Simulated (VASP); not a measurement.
Input of a VASP 6.6.1 run:

Contents of INCAR:

```
SYSTEM = NaH
PREC     = Accurate       ! precision mode
ENCUT    = 520            ! plane-wave cutoff, eV
EDIFF    = 1E-7           ! SCF threshold, eV
ISMEAR   = 0              ! smearing method
SIGMA    = 0.01           ! smearing width, eV
LREAL    = .False.        ! projectors in reciprocal space
LASPH    = .True.         ! aspherical terms in the spheres
NELM     = 80             ! most SCF steps
ALGO     = Normal         ! electronic algorithm
ISIF     = 2              ! what is computed and relaxed
LWAVE    = .False.        ! write WAVECAR
LCHARG   = .True.         ! write CHGCAR
GGA      = PE             ! functional
LELF     = .True.         ! ELF
LVHAR    = .True.       
NBANDS   = 11             ! bands
```

File KPOINTS:

```
regular mesh
0
Gamma
  6 6 6
  0 0 0
```

Contents of POSCAR:

```
NaH
1.0
    0.0000000000      2.3975116422      2.3975116422
    2.3975116422      0.0000000000      2.3975116422
    2.3975116422      2.3975116422      0.0000000000
Na H
1 1
Direct
    0.0000000000      0.0000000000      0.0000000000
    0.5000000000      0.5000000000      0.5000000000
```

Potentials or basis: VASP PAW PBE potentials, release 64 (Na_pv, H).

Launch:

```console
$ cat potpaw_PBE.64/Na_pv/POTCAR potpaw_PBE.64/H/POTCAR > POTCAR
$ mpirun -np 1 vasp_std > vasp.out
```

Task: Estimate the pressure.

Result: 0.5 GPa.

Task: What does it give for the band gap on the k mesh?

Result: 3.85 eV (least direct gap 4.67 eV).

A k mesh can miss the band edges.
